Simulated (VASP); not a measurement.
A run of VASP 6.6.1:

INCAR

```
SYSTEM = Pt3Rh
  ALGO = Fast
  EDIFF = 1E-7
  ENCUT = 520
  GGA = PS
  ISIF = 2
  ISMEAR = -1
  LASPH = .TRUE.
  LCHARG = .FALSE.
  LREAL = .FALSE.
  LWAVE = .FALSE.
  NBANDS = 30
  NELM = 60
  PREC = Accurate
  SIGMA = 0.05
```

Contents of KPOINTS:

```
k-points
0
G
  10 10 10
  0 0 0
```

POSCAR

```
Pt3Rh
1.0
   -1.9817347382      1.9817347382      3.9801620172
    1.9817347382     -1.9817347382      3.9801620172
    1.9817347382      1.9817347382     -3.9801620172
Pt Rh
3 1
Direct
    0.5000000000      0.5000000000      0.0000000000
    0.2500000000      0.7500000000      0.5000000000
    0.7500000000      0.2500000000      0.5000000000
    0.0000000000      0.0000000000      0.0000000000
```

Potentials or basis: VASP PAW PBE potentials, release 64 (Pt, Rh_pv).

Run with:

```console
$ cat potpaw_PBE.64/Pt/POTCAR potpaw_PBE.64/Rh_pv/POTCAR > POTCAR
$ mpirun -np 1 vasp_std > vasp.out
```

Hardware: 1 thread of Intel(R) Xeon(R) Platinum 8488C (Sapphire Rapids) (shared host).

Task: Estimate the wall time of this run.

Result: Run time: 3.6 min on 1 thread of Intel(R) Xeon(R) Platinum 8488C (Sapphire Rapids) (shared host), peak memory 0.33 GiB. Counts: scf iterations 17, k points 102.
